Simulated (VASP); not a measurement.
# B2O (P-3m1) in VASP: single point with PBE

Aim: the single point of B2O with PBE.

All numbers are computed with VASP 6.6.1; they aren't measurements. Logs are shortened: lines on timing, memory, paths and dates and some standing lists are left out, and cuts for length are marked.

## 1. The cell of the first run

Symmetry: P-3m1, No. 164, trigonal system. The conventional cell has a = 2.879 Å, b = 2.879 Å, c = 7.052 Å, α = 90.00°, β = 90.00°, γ = 120.00°. Within 2.3 Å of B (site symmetry 3m) lie 1 B at 1.69 Å and 3 O at 1.74 Å. Within 2.3 Å of B (site symmetry 3m) lie 3 B at 1.69 Å and 1 O at 2.00 Å. Within 2.3 Å of O (site symmetry 3m) lie 4 B at 1.74 to 2.00 Å.

## 2. Single point, PBE

Input file INCAR:

```
PREC = Accurate
ENCUT = 520
EDIFF = 1E-6
ISMEAR = -1
SIGMA = 0.1
LREAL = F
LASPH = T
NELM = 80
ALGO = Normal
ISIF = 2
LWAVE = F
LCHARG = F
GGA = PE
NBANDS = 21
```

Input file KPOINTS:

```
regular mesh
0
Gamma
  10 10 4
```

Input file POSCAR:

```
B2O
1.0
    2.8790000000      0.0000000000      0.0000000000
   -1.4395000000      2.4932871375      0.0000000000
    0.0000000000      0.0000000000      7.0520000000
B O
4 2
Direct
    0.0000000000      0.0000000000      0.3800000000
    0.0000000000      0.0000000000      0.6200000000
    0.6666666667      0.3333333333      0.0230000000
    0.3333333333      0.6666666667      0.9770000000
    0.6666666667      0.3333333333      0.3060000000
    0.3333333333      0.6666666667      0.6940000000
```

Potentials or basis: VASP PAW PBE potentials, release 64 (B, O).

On the command line:

```bash
$ cat potpaw_PBE.64/B/POTCAR potpaw_PBE.64/O/POTCAR > POTCAR
$ mpirun -np 1 vasp_std > vasp.out
```

OUTCAR:

```text
PREC = Accurate
   ENCUT = 520
   EDIFF = 1E-6
   ISMEAR = -1
   LREAL = F
   LASPH = T
   NELM = 80
   ISIF = 2
   GGA = PE

 ion  position               nearest neighbor table
   1  0.000  0.000  0.380-   2 1.69   5 1.74   5 1.74   5 1.74
   2  0.000  0.000  0.620-   1 1.69   6 1.74   6 1.74   6 1.74
   3  0.667  0.333  0.023-   4 1.69   4 1.69   4 1.69   5 2.00
   4  0.333  0.667  0.977-   3 1.69   3 1.69   3 1.69   6 2.00
   5  0.667  0.333  0.306-   1 1.74   1 1.74   1 1.74   3 2.00
   6  0.333  0.667  0.694-   2 1.74   2 1.74   2 1.74   4 2.00

  LATTYP: Found a hexagonal cell.
 ALAT       =     2.8790000000
 C/A-ratio  =     2.4494616186

  Lattice vectors:

 A1 = (   2.8790000000,   0.0000000000,   0.0000000000)
 A2 = (  -1.4395000000,   2.4932871375,   0.0000000000)
 A3 = (   0.0000000000,   0.0000000000,   7.0520000000)

Analysis of symmetry for initial positions (statically):
=====================================================================
 Subroutine PRICEL returns:
 Original cell was already a primitive cell.

 Routine SETGRP: Setting up the symmetry group for a
 hexagonal supercell.

 Subroutine GETGRP returns: Found 12 space group operations
 (whereof 12 operations were pure point group operations)
 out of a pool of 24 trial point group operations.

The static configuration has the point symmetry D_3d.

Analysis of symmetry for dynamics (positions and initial velocities):
=====================================================================
 Subroutine PRICEL returns:
 Original cell was already a primitive cell.

 Routine SETGRP: Setting up the symmetry group for a
 hexagonal supercell.

 Subroutine GETGRP returns: Found 12 space group operations
 (whereof 12 operations were pure point group operations)
 out of a pool of 24 trial point group operations.

The dynamic configuration has the point symmetry D_3d.

 Subroutine INISYM returns: Found 12 space group operations
 (whereof 12 operations are pure point group operations),
 and found     1 'primitive' translations

----------------------------------------------------------------------------------------

                                     Primitive cell

  volume of cell :      50.6205

  direct lattice vectors                    reciprocal lattice vectors
     2.879000000  0.000000000  0.000000000     0.347342827  0.200538475  0.000000000
    -1.439500000  2.493287137  0.000000000     0.000000000  0.401076950  0.000000000
     0.000000000  0.000000000  7.052000000     0.000000000  0.000000000  0.141803744

  length of vectors
     2.879000000  2.879000000  7.052000000     0.401076950  0.401076950  0.141803744

  position of ions in fractional coordinates (direct lattice)
     0.000000000  0.000000000  0.380000000
     0.000000000  0.000000000  0.620000000
     0.666666667  0.333333333  0.023000000
     0.333333333  0.666666667  0.977000000
     0.666666667  0.333333333  0.306000000
     0.333333333  0.666666667  0.694000000

  ion indices of the primitive-cell ions
   primitive index   ion index
                 1           1
                 2           2
                 3           3
                 4           4
                 5           5
                 6           6

----------------------------------------------------------------------------------------

 KPOINTS: regular mesh

Automatic generation of k-mesh.
 Grid dimensions read from file:
 generate k-points for:   10   10    4

 Generating k-lattice:

  Cartesian coordinates                     Fractional coordinates (reciprocal lattice)
     0.034734283  0.020053847  0.000000000     0.100000000  0.000000000  0.000000000
     0.000000000  0.040107695  0.000000000     0.000000000  0.100000000  0.000000000
     0.000000000  0.000000000  0.035450936     0.000000000  0.000000000  0.250000000

  Length of vectors
     0.040107695  0.040107695  0.035450936

  Shift w.r.t. Gamma in fractional coordinates (k-lattice)
     0.000000000  0.000000000  0.000000000

 Subroutine IBZKPT returns following result:
 ===========================================

 Found     50 irreducible k-points:

 Following reciprocal coordinates:
            Coordinates               Weight
  0.000000  0.000000  0.000000      1.000000
  0.100000  0.000000  0.000000      6.000000
  0.200000  0.000000  0.000000      6.000000
  0.300000 -0.000000  0.000000      6.000000
  0.400000 -0.000000  0.000000      6.000000
  0.500000 -0.000000  0.000000      3.000000
[... 16 lines left out ...]
  0.000000  0.400000  0.250000      6.000000
  0.500000 -0.000000  0.250000      6.000000
 [... further k-points ...]
   k-points           NKPTS =     50   k-points in BZ     NKDIM =     50   number of bands    NBANDS=     21
   number of dos      NEDOS =    301   number of ions     NIONS =      6
   total plane-waves  NPLWV =  31104
   dimension x,y,z NGX =    24 NGY =   24 NGZ =   54
   dimension x,y,z NGXF=    48 NGYF=   48 NGZF=  108
   ions per type =               4   2
   NGX,Y,Z   is equivalent  to a cutoff of  13.86, 13.86, 12.73 a.u.
   NGXF,Y,Z  is equivalent  to a cutoff of  27.72, 27.72, 25.46 a.u.
 SYSTEM =  unknown system
   PREC   = accura    normal or accurate (medium, high low for compatibility)
   ISTART =      0    job   : 0-new  1-cont  2-samecut
   ICHARG =      2    charge: 1-file 2-atom 10-const
   ISPIN  =      1    spin polarized calculation?
   LNONCOLLINEAR =      F non collinear calculations
   LSORBIT =      F    spin-orbit coupling
   LASPH  =      T    aspherical Exc in radial PAW
   ENCUT  =  520.0 eV  38.22 Ry    6.18 a.u.   5.35  5.35 13.11*2*pi/ulx,y,z
   NELM   =     80;   NELMIN=  2; NELMDL= -5     # of ELM steps
   EDIFF  = 0.1E-05   stopping-criterion for ELM
   LREAL  =      F    real-space projection
   EDIFFG = 0.1E-04   stopping-criterion for IOM
   NSW    =      0    number of steps for IOM
   IBRION =     -1    ionic relax: 0-MD 1-quasi-New 2-CG
   NFREE  =      0    steps in history (QN), initial steepest desc. (CG)
   ISIF   =      2    stress and relaxation
   ISYM   =      2    0-nonsym 1-usesym 2-fastsym
   POTIM  = 0.5000    time-step for ionic-motion
   TEBEG  =    0.0;   TEEND  =   0.0 temperature during run
   PSTRESS=    0.0 pullay stress
   NELECT =      24.0000    total number of electrons
   NUPDOWN=      -1.0000    fix difference up-down
   EMIN   =  10.00;   EMAX   =-10.00  energy-range for DOS
   EFERMI =   0.00;   METHOD = LEGACY
   ISMEAR =    -1;   SIGMA  =   0.10  broadening in eV -4-tet -1-fermi 0-gaus
   EFERMI_NEDOS =   21; number of points for ismear=-14 and -15
   IALGO  =     38    algorithm
   IMIX   =      4    mixing-type and parameters
     AMIX     =   0.40;   BMIX     =  1.00
     AMIX_MAG =   1.60;   BMIX_MAG =  1.00
  volume/ion in A,a.u.               =       8.44        56.93
  Fermi-wavevector in a.u.,A,eV,Ry     =   1.276546  2.412322 22.171644  1.629570
  Thomas-Fermi vector in A             =   2.409196
   LORBIT       =      0    0 simple, 1 ext, 2 COOP (PROOUT), +10 PAW based schemes
   GGA     = PE    functional components
   LHFCALC =     F    Hartree Fock is set to
   AEXX    =    0.0000 exact exchange contribution
   IVDW    =     0    specifies the selected vdW correction
   LEPSILON=     F    determine dielectric tensor
   LRPA    =     F    only Hartree local field effects (RPA)
 non-spin polarized calculation
  energy-cutoff  :      520.00
  volume of cell :       50.62
 maximum number of plane-waves:      1384
 NGX is ok and might be reduce to    24
   NGX = 11   NGY = 11   NGZ = 27

 number of electron      23.9999996 magnetization

 Free energy of the ion-electron system (eV)
  ---------------------------------------------------
  ext. energy  EPLUGINS =         0.00000000
  ---------------------------------------------------
  free energy    TOTEN  =       -37.67197470 eV

  energy without entropy =      -37.62412842  energy(sigma->0) =      -37.64805156

 E-fermi :   6.0785     XC(G=0): -11.0634

 val. band max:        6.0706472556   @ k =   0.2000   0.1000   0.5000
 cond. band min:       6.0951629498   @ k =   0.0000   0.0000   0.5000
 fundamental gap:      0.0245156942
 Fermi energy:         6.0784818573

 k-point     1 :       0.0000    0.0000    0.0000
  band No.  band energies     occupation
      1     -17.3724      2.00000
      2     -16.8602      2.00000
      3      -6.3719      2.00000
      4      -3.5499      2.00000
      5      -1.9778      2.00000
      6      -0.8398      2.00000
[... 13 lines left out ...]
     20      15.1333      0.00000
     21      15.1333      0.00000

 k-point     2 :       0.1000    0.0000    0.0000
  band No.  band energies     occupation
      1     -17.2736      2.00000
      2     -16.7776      2.00000
      3      -6.2004      2.00000
      4      -3.5847      2.00000
      5      -1.9314      2.00000
      6      -1.3730      2.00000
[... 13 lines left out ...]
     20      15.1784      0.00000
     21      15.8846      0.00000

 k-point     3 :       0.2000    0.0000    0.0000
  band No.  band energies     occupation
      1     -16.9978      2.00000
      2     -16.5525      2.00000
      3      -5.7053      2.00000
      4      -3.9662      2.00000
      5      -2.7574      2.00000
      6      -1.6153      2.00000
[... 13 lines left out ...]
     20      14.9730      0.00000
     21      15.3592      0.00000
[... 457 lines left out ...]
 k-point    23 :       0.0000    0.4000    0.2500
  band No.  band energies     occupation
      1     -16.2407      2.00000
      2     -16.0136      2.00000
      3      -5.8794      2.00000
      4      -5.0299      2.00000
      5      -3.3682      2.00000
      6      -2.2418      2.00000
[... 13 lines left out ...]
     20      14.5259      0.00000
     21      14.6905      0.00000

 k-point    24 :       0.5000   -0.0000    0.2500
  band No.  band energies     occupation
      1     -16.0735      2.00000
      2     -15.9268      2.00000
      3      -6.1938      2.00000
      4      -5.3494      2.00000
      5      -2.4814      2.00000
      6      -2.3579      2.00000
[... 13 lines left out ...]
     20      14.7009      0.00000
     21      14.8138      0.00000

 [... further k-points ...]

------------------------ aborting loop because EDIFF is reached ----------------------------------------

  FORCE on cell =-STRESS in cart. coord.  units (eV):
  Direction    XX          YY          ZZ          XY          YZ          ZX
  --------------------------------------------------------------------------------------
  -------------------------------------------------------------------------------------
  Total       -8.9785692     -8.9785692     -0.0733273      0.0000000      0.0000000      0.0000000
  in kB     -284.1786522   -284.1786522     -2.3208655      0.0000000      0.0000000      0.0000000
  external PRESSURE =    -190.2260567 kB  Pullay stress =       0.0000000 kB

 VOLUME and BASIS-vectors are now :
 -----------------------------------------------------------------------------
  energy-cutoff  :      520.00
  volume of cell :       50.62
      direct lattice vectors                 reciprocal lattice vectors
     2.879000000  0.000000000  0.000000000     0.347342827  0.200538475  0.000000000
    -1.439500000  2.493287137  0.000000000     0.000000000  0.401076950  0.000000000
     0.000000000  0.000000000  7.052000000     0.000000000  0.000000000  0.141803744

 POSITION                                       TOTAL-FORCE (eV/Angst)
 -----------------------------------------------------------------------------------
      0.00000      0.00000      2.67976         0.000000      0.000000      0.046280
      0.00000      0.00000      4.37224        -0.000000     -0.000000     -0.046280
      1.43950      0.83110      0.16220         0.000000      0.000000     -0.122719
     -0.00000      1.66219      6.88980        -0.000000      0.000000      0.122719
      1.43950      0.83110      2.15791         0.000000      0.000000     -0.129106
     -0.00000      1.66219      4.89409        -0.000000      0.000000      0.129106
 -----------------------------------------------------------------------------------
    total drift:                                0.000000     -0.000000      0.000000

  FREE ENERGIE OF THE ION-ELECTRON SYSTEM (eV)
  ---------------------------------------------------
  free  energy   TOTEN  =       -37.6719747013 eV

  energy  without entropy=      -37.6241284196  energy(sigma->0) =      -37.64805156
```

Wall time 61 s (1 thread of Intel Xeon 8259CL, shared host); peak memory 0.19 GiB.

Results:

* Free energy: -37.6720 eV
* Pressure: -19.0 GPa
* Largest force: 0.129 eV/Å
* Band gap on the k mesh: zero (bands 12 and 13 overlap by 1.12 eV)

Forces in eV/Å, atoms in the order of the input:
```
B    0.000  0.000  0.046
B    0.000  0.000 -0.046
B    0.000  0.000 -0.123
B    0.000  0.000  0.123
O    0.000  0.000 -0.129
O    0.000  0.000  0.129
```

Caveat: the cell stands under tension.
